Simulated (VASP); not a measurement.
# SnTe (F-43m) in VASP: further runs

The runs below take SnTe through single point, with r2SCAN.

Program: VASP 6.6.1. These are calculated values, not measurements. Logs are shortened: lines on timing, memory, paths and dates and some standing lists are left out, and cuts for length are marked.

**1. The cell of the first run**

It takes space group F-43m (No. 216, cubic). The conventional cell has a = 7.100 Å, b = 7.100 Å, c = 7.100 Å, α = 90.00°, β = 90.00°, γ = 90.00°. Sn (site symmetry -43m) has 4 Te at 3.07 Å within 4.0 Å. Within 4.0 Å of Te (site symmetry -43m) lie 4 Sn at 3.07 Å.

**2. Single point, r2SCAN**

POSCAR

```
SnTe
1.0
    0.0000000000      3.5499283092      3.5499283092
    3.5499283092      0.0000000000      3.5499283092
    3.5499283092      3.5499283092      0.0000000000
Sn Te
1 1
Direct
    0.0000000000      0.0000000000      0.0000000000
    0.7500000000      0.7500000000      0.7500000000
```

INCAR.step1

```
SYSTEM = SnTe
PREC     = Accurate       ! precision mode
ENCUT    = 520            ! plane-wave cutoff, eV
ISMEAR   = 1              ! smearing method
SIGMA    = 0.02           ! smearing width, eV
LREAL    = .FALSE.        ! projectors in reciprocal space
LASPH    = .TRUE.         ! aspherical terms in the spheres
NELM     = 60             ! most SCF steps
NBANDS   = 17             ! bands
GGA      = PE             ! functional
ALGO     = Normal         ! electronic algorithm
EDIFF    = 1E-4           ! SCF threshold, eV
LWAVE    = .TRUE.         ! write WAVECAR
LCHARG   = .FALSE.        ! write CHGCAR
```

INCAR.step2

```
SYSTEM = SnTe
PREC     = Accurate       ! precision mode
ENCUT    = 520            ! plane-wave cutoff, eV
EDIFF    = 1E-6           ! SCF threshold, eV
ISMEAR   = 1              ! smearing method
SIGMA    = 0.02           ! smearing width, eV
LREAL    = .FALSE.        ! projectors in reciprocal space
LASPH    = .TRUE.         ! aspherical terms in the spheres
NELM     = 60             ! most SCF steps
ALGO     = Normal         ! electronic algorithm
ISIF     = 2              ! what is computed and relaxed
LWAVE    = .FALSE.        ! write WAVECAR
LCHARG   = .FALSE.        ! write CHGCAR
METAGGA  = R2SCAN         ! meta-GGA
LMIXTAU  = .TRUE.       
NBANDS   = 17             ! bands
ISTART   = 1
```

KPOINTS

```
Automatic mesh
0
G
  6 6 6
  0 0 0
```

Potentials or basis: VASP PAW PBE potentials, release 64 (Sn_d, Te).

Command:

```console
cat potpaw_PBE.64/Sn_d/POTCAR potpaw_PBE.64/Te/POTCAR > POTCAR
cp INCAR.step1 INCAR
mpirun -np 1 vasp_std > vasp.out
cp INCAR.step2 INCAR
mpirun -np 1 vasp_std > vasp.out
```

OUTCAR:

```text
SYSTEM = SnTe
   PREC = Accurate
   ENCUT = 520
   EDIFF = 1E-6
   ISMEAR = 1
   LREAL = .FALSE.
   LASPH = .TRUE.
   NELM = 60
   ISIF = 2
   METAGGA = R2SCAN
   ISTART = 1

 ion  position               nearest neighbor table
   1  0.000  0.000  0.000-   2 3.07   2 3.07   2 3.07   2 3.07
   2  0.750  0.750  0.750-   1 3.07   1 3.07   1 3.07   1 3.07

  LATTYP: Found a face centered cubic cell.
 ALAT       =     7.0998566184

  Lattice vectors:

 A1 = (   0.0000000000,   3.5499283092,   3.5499283092)
 A2 = (   3.5499283092,   0.0000000000,   3.5499283092)
 A3 = (   3.5499283092,   3.5499283092,   0.0000000000)

Analysis of symmetry for initial positions (statically):
=====================================================================
 Subroutine PRICEL returns:
 Original cell was already a primitive cell.

 Routine SETGRP: Setting up the symmetry group for a
 face centered cubic supercell.

 Subroutine GETGRP returns: Found 24 space group operations
 (whereof 24 operations were pure point group operations)
 out of a pool of 48 trial point group operations.

The static configuration has the point symmetry T_d .

Analysis of symmetry for dynamics (positions and initial velocities):
=====================================================================
 Subroutine PRICEL returns:
 Original cell was already a primitive cell.

 Routine SETGRP: Setting up the symmetry group for a
 face centered cubic supercell.

 Subroutine GETGRP returns: Found 24 space group operations
 (whereof 24 operations were pure point group operations)
 out of a pool of 48 trial point group operations.

The dynamic configuration has the point symmetry T_d .

 Subroutine INISYM returns: Found 24 space group operations
 (whereof 24 operations are pure point group operations),
 and found     1 'primitive' translations

----------------------------------------------------------------------------------------

                                     Primitive cell

  volume of cell :      89.4723

  direct lattice vectors                    reciprocal lattice vectors
     0.000000000  3.549928309  3.549928309    -0.140847915  0.140847915  0.140847915
     3.549928309  0.000000000  3.549928309     0.140847915 -0.140847915  0.140847915
     3.549928309  3.549928309  0.000000000     0.140847915  0.140847915 -0.140847915

  length of vectors
     5.020356760  5.020356760  5.020356760     0.243955745  0.243955745  0.243955745

  position of ions in fractional coordinates (direct lattice)
     0.000000000  0.000000000  0.000000000
     0.750000000  0.750000000  0.750000000

  ion indices of the primitive-cell ions
   primitive index   ion index
                 1           1
                 2           2

----------------------------------------------------------------------------------------

 KPOINTS: Automatic mesh

Automatic generation of k-mesh.
 Grid dimensions read from file:
 generate k-points for:    6    6    6

 Generating k-lattice:

  Cartesian coordinates                     Fractional coordinates (reciprocal lattice)
    -0.023474652  0.023474652  0.023474652     0.166666667  0.000000000  0.000000000
     0.023474652 -0.023474652  0.023474652     0.000000000  0.166666667  0.000000000
     0.023474652  0.023474652 -0.023474652     0.000000000  0.000000000  0.166666667

  Length of vectors
     0.040659291  0.040659291  0.040659291

  Shift w.r.t. Gamma in fractional coordinates (k-lattice)
     0.000000000  0.000000000  0.000000000

 Subroutine IBZKPT returns following result:
 ===========================================

 Found     16 irreducible k-points:

 Following reciprocal coordinates:
            Coordinates               Weight
  0.000000  0.000000  0.000000      1.000000
  0.166667  0.000000  0.000000      8.000000
  0.333333  0.000000  0.000000      8.000000
  0.500000  0.000000  0.000000      4.000000
  0.166667  0.166667  0.000000      6.000000
  0.333333  0.166667  0.000000     24.000000
[... 8 lines left out ...]
 -0.333333  0.333333  0.166667     24.000000
 -0.333333  0.500000  0.166667     12.000000
   k-points           NKPTS =     16   k-points in BZ     NKDIM =     16   number of bands    NBANDS=     17
   number of dos      NEDOS =    301   number of ions     NIONS =      2
   total plane-waves  NPLWV =  64000
   dimension x,y,z NGX =    40 NGY =   40 NGZ =   40
   dimension x,y,z NGXF=    80 NGYF=   80 NGZF=   80
   ions per type =               1   1
   NGX,Y,Z   is equivalent  to a cutoff of  13.25, 13.25, 13.25 a.u.
   NGXF,Y,Z  is equivalent  to a cutoff of  26.49, 26.49, 26.49 a.u.
 SYSTEM =  SnTe
   PREC   = accura    normal or accurate (medium, high low for compatibility)
   ISTART =      1    job   : 0-new  1-cont  2-samecut
   ICHARG =      0    charge: 1-file 2-atom 10-const
   ISPIN  =      1    spin polarized calculation?
   LNONCOLLINEAR =      F non collinear calculations
   LSORBIT =      F    spin-orbit coupling
   LASPH  =      T    aspherical Exc in radial PAW
   ENCUT  =  520.0 eV  38.22 Ry    6.18 a.u.   9.33  9.33  9.33*2*pi/ulx,y,z
   NELM   =     60;   NELMIN=  2; NELMDL=  0     # of ELM steps
   EDIFF  = 0.1E-05   stopping-criterion for ELM
   LREAL  =      F    real-space projection
   EDIFFG = 0.1E-04   stopping-criterion for IOM
   NSW    =      0    number of steps for IOM
   IBRION =     -1    ionic relax: 0-MD 1-quasi-New 2-CG
   NFREE  =      0    steps in history (QN), initial steepest desc. (CG)
   ISIF   =      2    stress and relaxation
   ISYM   =      2    0-nonsym 1-usesym 2-fastsym
   POTIM  = 0.5000    time-step for ionic-motion
   TEBEG  =    0.0;   TEEND  =   0.0 temperature during run
   PSTRESS=    0.0 pullay stress
   NELECT =      20.0000    total number of electrons
   NUPDOWN=      -1.0000    fix difference up-down
   EMIN   =  10.00;   EMAX   =-10.00  energy-range for DOS
   EFERMI =   0.00;   METHOD = LEGACY
   ISMEAR =     1;   SIGMA  =   0.02  broadening in eV -4-tet -1-fermi 0-gaus
   EFERMI_NEDOS =   21; number of points for ismear=-14 and -15
   IALGO  =     38    algorithm
   IMIX   =      4    mixing-type and parameters
     AMIX     =   0.40;   BMIX     =  1.00
     AMIX_MAG =   1.60;   BMIX_MAG =  1.00
  volume/ion in A,a.u.               =      44.74       301.89
  Fermi-wavevector in a.u.,A,eV,Ry     =   0.993547  1.877532 13.430806  0.987136
  Thomas-Fermi vector in A             =   2.125437
   LORBIT       =      0    0 simple, 1 ext, 2 COOP (PROOUT), +10 PAW based schemes
   METAGGA = R2SCAN    functional components
   LHFCALC =     F    Hartree Fock is set to
   AEXX    =    0.0000 exact exchange contribution
   IVDW    =     0    specifies the selected vdW correction
   LEPSILON=     F    determine dielectric tensor
   LRPA    =     F    only Hartree local field effects (RPA)
 non-spin polarized calculation
 Methfessel and Paxton  Order N= 1 SIGMA  =   0.02
  energy-cutoff  :      520.00
  volume of cell :       89.47
 maximum number of plane-waves:      2450
 NGX is ok and might be reduce to    40
   NGX = 19   NGY = 19   NGZ = 19

 number of electron      20.0000003 magnetization

 Free energy of the ion-electron system (eV)
  ---------------------------------------------------
  ext. energy  EPLUGINS =         0.00000000
  ---------------------------------------------------
  free energy    TOTEN  =       -50.06000408 eV

  energy without entropy =      -50.06006850  energy(sigma->0) =      -50.06002555

 E-fermi :   3.4315     XC(G=0):  -8.1693

 val. band max:        3.4146585471   @ k =  -0.3333   0.5000   0.1667
 cond. band min:       3.6323168349   @ k =   0.5000   0.5000   0.0000
 fundamental gap:      0.2176582878
 Fermi energy:         3.4314961914

 k-point     1 :       0.0000    0.0000    0.0000
  band No.  band energies     occupation
      1     -19.0055      2.00000
      2     -19.0055      2.00000
      3     -19.0055      2.00000
      4     -18.9885      2.00000
      5     -18.9885      2.00000
      6      -8.7990      2.00000
[... 9 lines left out ...]
     16      10.3275      0.00000
     17      11.4914      0.00000

 k-point     2 :       0.1667    0.0000    0.0000
  band No.  band energies     occupation
      1     -19.0060      2.00000
      2     -19.0050      2.00000
      3     -19.0050      2.00000
      4     -18.9885      2.00000
      5     -18.9885      2.00000
      6      -8.6624      2.00000
[... 9 lines left out ...]
     16       9.7512      0.00000
     17      10.9146      0.00000

 k-point     3 :       0.3333    0.0000    0.0000
  band No.  band energies     occupation
      1     -19.0070      2.00000
      2     -19.0040      2.00000
      3     -19.0040      2.00000
      4     -18.9884      2.00000
      5     -18.9884      2.00000
      6      -8.3409      2.00000
[... 9 lines left out ...]
     16       9.9161      0.00000
     17      11.2737      0.00000

 k-point     4 :       0.5000    0.0000    0.0000
  band No.  band energies     occupation
      1     -19.0076      2.00000
      2     -19.0035      2.00000
      3     -19.0035      2.00000
      4     -18.9883      2.00000
      5     -18.9883      2.00000
      6      -8.1442      2.00000
[... 9 lines left out ...]
     16      10.8627      0.00000
     17      10.8627      0.00000
[... 183 lines left out ...]
      1     -19.0086      2.00000
      2     -19.0031      2.00000
      3     -19.0024      2.00000
      4     -18.9890      2.00000
      5     -18.9879      2.00000
      6      -8.0923      2.00000
[... 9 lines left out ...]
     16      11.3277      0.00000
     17      12.4098      0.00000

 k-point    15 :      -0.3333    0.3333    0.1667
  band No.  band energies     occupation
      1     -19.0088      2.00000
      2     -19.0030      2.00000
      3     -19.0019      2.00000
      4     -18.9889      2.00000
      5     -18.9880      2.00000
      6      -7.9429      2.00000
[... 9 lines left out ...]
     16      11.1297      0.00000
     17      12.1818      0.00000

 k-point    16 :      -0.3333    0.5000    0.1667
  band No.  band energies     occupation
      1     -19.0096      2.00000
      2     -19.0024      2.00000
      3     -19.0014      2.00000
      4     -18.9892      2.00000
      5     -18.9877      2.00000
      6      -7.8676      2.00000
[... 9 lines left out ...]
     16      11.8723      0.00000
     17      11.9889      0.00000

------------------------ aborting loop because EDIFF is reached ----------------------------------------

  FORCE on cell =-STRESS in cart. coord.  units (eV):
  Direction    XX          YY          ZZ          XY          YZ          ZX
  --------------------------------------------------------------------------------------
  -------------------------------------------------------------------------------------
  Total        0.4640124      0.4640124      0.4640124     -0.0000000     -0.0000000      0.0000000
  in kB        8.3090511      8.3090511      8.3090511     -0.0000000     -0.0000000      0.0000000
  external PRESSURE =       8.3090511 kB  Pullay stress =       0.0000000 kB

 VOLUME and BASIS-vectors are now :
 -----------------------------------------------------------------------------
  energy-cutoff  :      520.00
  volume of cell :       89.47
      direct lattice vectors                 reciprocal lattice vectors
     0.000000000  3.549928309  3.549928309    -0.140847915  0.140847915  0.140847915
     3.549928309  0.000000000  3.549928309     0.140847915 -0.140847915  0.140847915
     3.549928309  3.549928309  0.000000000     0.140847915  0.140847915 -0.140847915

 POSITION                                       TOTAL-FORCE (eV/Angst)
 -----------------------------------------------------------------------------------
      0.00000      0.00000      0.00000        -0.000000     -0.000000     -0.000000
      5.32489      5.32489      5.32489         0.000000      0.000000      0.000000
 -----------------------------------------------------------------------------------
    total drift:                               -0.000002     -0.000002     -0.000002

  FREE ENERGIE OF THE ION-ELECTRON SYSTEM (eV)
  ---------------------------------------------------
  free  energy   TOTEN  =       -50.0600040777 eV

  energy  without entropy=      -50.0600684989  energy(sigma->0) =      -50.06002555
```

Wall time 42 s (1 thread of Intel Xeon 6975P-C (Granite Rapids), shared host); peak memory 0.25 GiB.

What came out:

* Free energy: -50.0600 eV
* Pressure: 0.8 GPa
* Band gap on the k mesh: 0.22 eV, indirect (least direct gap 0.83 eV)

Caveat: the PAW data sets were made with another functional, which shifts forces and pressure a little; spin-orbit coupling is left out, which moves the levels of the heavy elements.

**3. Single point, r2SCAN**

This run uses another cell than the first one, of 46.15 Å³/atom, 1.032 times its volume.

POSCAR

```
SnTe
1.0
    0.0000000000      3.5869093905      3.5869093905
    3.5869093905      0.0000000000      3.5869093905
    3.5869093905      3.5869093905      0.0000000000
Sn Te
1 1
Direct
    0.0000000000      0.0000000000      0.0000000000
    0.7500000000      0.7500000000      0.7500000000
```

INCAR.step1

```
SYSTEM = SnTe
ALGO = Normal
EDIFF = 1E-4
ENCUT = 520
GGA = PE
ISMEAR = 1
LASPH = .TRUE.
LCHARG = .FALSE.
LREAL = .FALSE.
LWAVE = .TRUE.
NBANDS = 17
NELM = 100
PREC = Accurate
SIGMA = 0.02
```

INCAR.step2

```
SYSTEM = SnTe
ALGO = Normal
EDIFF = 1E-6
ENCUT = 520
ISIF = 2
ISMEAR = 1
ISTART = 1
LASPH = .TRUE.
LCHARG = .TRUE.
LELF = .TRUE.
LMIXTAU = .TRUE.
LREAL = .FALSE.
LVHAR = .TRUE.
LWAVE = .FALSE.
METAGGA = R2SCAN
NBANDS = 17
NELM = 100
PREC = Accurate
SIGMA = 0.02
```

KPOINTS

```
k-points
0
G
  6 6 6
  0 0 0
```

Potentials or basis: VASP PAW PBE potentials, release 64 (Sn_d, Te).

Command:

```console
cat potpaw_PBE.64/Sn_d/POTCAR potpaw_PBE.64/Te/POTCAR > POTCAR
cp INCAR.step1 INCAR
mpirun -np 1 vasp_std > vasp.out
cp INCAR.step2 INCAR
mpirun -np 1 vasp_std > vasp.out
```

Run time: 48 s. Hardware: 1 thread of Intel Xeon 6975P-C (Granite Rapids), shared host; peak memory 0.26 GiB.

The run converged. Its results:

```yaml
Free_energy: -50.0671 eV
Pressure: -0.1 GPa
Band_gap_on_the_k_mesh: 0.30 eV, indirect (least direct gap 0.87 eV)
```

Levels at points of the mesh, in eV from the valence-band top:
```csv
k point,band 8,band 9,band 10,band 11,band 12,band 13
"(0.00, 0.00, 0.00)",-2.02,-2.02,-2.02,1.22,1.22,1.22
"(0.50, 0.00, 0.00)",-2.59,-2.59,-1.96,2.07,2.07,3.85
"(0.50, 0.50, 0.00)",-3.28,-3.28,-0.57,0.30,4.35,4.35
```

Caveat: the PAW data sets were made with another functional, which shifts forces and pressure a little; spin-orbit coupling is left out, which moves the levels of the heavy elements. A k mesh can miss the band edges.

**4. Single point, r2SCAN**

This run uses another cell than the first one, of 47.56 Å³/atom, 1.063 times its volume.

POSCAR

```
SnTe
1.0
    0.0000000000      3.6231432509      3.6231432509
    3.6231432509      0.0000000000      3.6231432509
    3.6231432509      3.6231432509      0.0000000000
Sn Te
1 1
Direct
    0.0000000000      0.0000000000      0.0000000000
    0.7500000000      0.7500000000      0.7500000000
```

INCAR.step1

```
ALGO = Normal
EDIFF = 1E-4
ENCUT = 520
GGA = PE
ISMEAR = 1
LASPH = True
LCHARG = False
LREAL = False
LWAVE = True
NBANDS = 17
NELM = 60
PREC = Accurate
SIGMA = 0.02
```

INCAR.step2

```
ALGO = Normal
EDIFF = 1E-6
ENCUT = 520
ISIF = 2
ISMEAR = 1
ISTART = 1
LASPH = True
LCHARG = True
LELF = True
LMIXTAU = True
LREAL = False
LVHAR = True
LWAVE = False
METAGGA = R2SCAN
NBANDS = 17
NELM = 60
PREC = Accurate
SIGMA = 0.02
```

KPOINTS

```
k-points
0
Gamma
  6 6 6
```

Potentials or basis: VASP PAW PBE potentials, release 64 (Sn_d, Te).

Command:

```console
cat potpaw_PBE.64/Sn_d/POTCAR potpaw_PBE.64/Te/POTCAR > POTCAR
cp INCAR.step1 INCAR
mpirun -np 1 vasp_std > vasp.out
cp INCAR.step2 INCAR
mpirun -np 1 vasp_std > vasp.out
```

OUTCAR:

```text
EDIFF = 1E-6
   ENCUT = 520
   ISIF = 2
   ISMEAR = 1
   ISTART = 1
   LASPH = True
   LREAL = False
   METAGGA = R2SCAN
   NELM = 60
   PREC = Accurate

 ion  position               nearest neighbor table
   1  0.000  0.000  0.000-   2 3.14   2 3.14   2 3.14   2 3.14
   2  0.750  0.750  0.750-   1 3.14   1 3.14   1 3.14   1 3.14

  LATTYP: Found a face centered cubic cell.
 ALAT       =     7.2462865018

  Lattice vectors:

[... 496 lines left out ...]

------------------------ aborting loop because EDIFF is reached ----------------------------------------

  FORCE on cell =-STRESS in cart. coord.  units (eV):
  Direction    XX          YY          ZZ          XY          YZ          ZX
  --------------------------------------------------------------------------------------
  -------------------------------------------------------------------------------------
  Total       -0.4896462     -0.4896462     -0.4896462      0.0000000      0.0000000     -0.0000000
  in kB       -8.2471990     -8.2471990     -8.2471990      0.0000000      0.0000000     -0.0000000
  external PRESSURE =      -8.2471990 kB  Pullay stress =       0.0000000 kB

 VOLUME and BASIS-vectors are now :
 -----------------------------------------------------------------------------
  energy-cutoff  :      520.00
  volume of cell :       95.12
      direct lattice vectors                 reciprocal lattice vectors
     0.000000000  3.623143251  3.623143251    -0.138001720  0.138001720  0.138001720
     3.623143251  0.000000000  3.623143251     0.138001720 -0.138001720  0.138001720
     3.623143251  3.623143251  0.000000000     0.138001720  0.138001720 -0.138001720

 POSITION                                       TOTAL-FORCE (eV/Angst)
 -----------------------------------------------------------------------------------
      0.00000      0.00000      0.00000         0.000000      0.000000      0.000000
      5.43471      5.43471      5.43471        -0.000000     -0.000000     -0.000000
 -----------------------------------------------------------------------------------
    total drift:                               -0.000002     -0.000002     -0.000002

  FREE ENERGIE OF THE ION-ELECTRON SYSTEM (eV)
  ---------------------------------------------------
  free  energy   TOTEN  =       -50.0596569432 eV

  energy  without entropy=      -50.0597213644  energy(sigma->0) =      -50.05967842
```

OUTCAR.step1:

```text
EDIFF = 1E-4
   ENCUT = 520
   GGA = PE
   ISMEAR = 1
   LASPH = True
[... 530 lines left out ...]
 -----------------------------------------------------------------------------------
      0.00000      0.00000      0.00000         0.000000      0.000000      0.000000
      5.43471      5.43471      5.43471        -0.000000     -0.000000     -0.000000
 -----------------------------------------------------------------------------------
    total drift:                                0.000000      0.000000      0.000000

  FREE ENERGIE OF THE ION-ELECTRON SYSTEM (eV)
  ---------------------------------------------------
  free  energy   TOTEN  =        -7.0632729360 eV

  energy  without entropy=       -7.0633373572  energy(sigma->0) =       -7.06329441
```

It took 50 s on 1 thread of Intel Xeon 6975P-C (Granite Rapids), shared host; peak memory 0.26 GiB.

What came out:

- Free energy: -50.0597 eV
- Pressure: -0.8 GPa
- Band gap on the k mesh: 0.38 eV, indirect (least direct gap 0.91 eV)

Caveat: the PAW data sets were made with another functional, which shifts forces and pressure a little; spin-orbit coupling is left out, which moves the levels of the heavy elements.

(Part 1 of 2 ends here.)
